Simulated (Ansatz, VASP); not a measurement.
C in VASP and in Ansatz

```
C
1.0
     1.30139   -2.25295    0.00000
     1.30139    2.25295    0.00000
     0.00000    0.00000    6.10084
C
4
Direct
  0.08331 0.91669 0.75000
  0.58331 0.41669 0.25000
  0.91669 0.08331 0.25000
  0.41669 0.58331 0.75000
```

Alike in both runs: task single point; functional PBE; dispersion D3(BJ); k mesh 24 × 24 × 8; occupations gaussian, width 0.15 eV; no spin polarisation.

```csv
,VASP,Ansatz
version,VASP 6.6.1,Ansatz 0.2.0
potentials or method,"VASP PAW PBE potentials, release 64 (C), cutoff 520 eV","scalar-relativistic, plane waves, PAW"
valence electrons in the cell,16,16
```

|  | VASP | Ansatz | Ansatz less VASP |
| --- | --- | --- | --- |
| gap on the k mesh at the Fermi level (eV) | none | none | - |
| rms of the force components (eV/Å) | 0.007 | 0.007 | +0.0002 |

Atom by atom the forces differ by 0.000 eV/Å (rms over components). A gap of «none» marks a metal or a gap that the smearing closes.
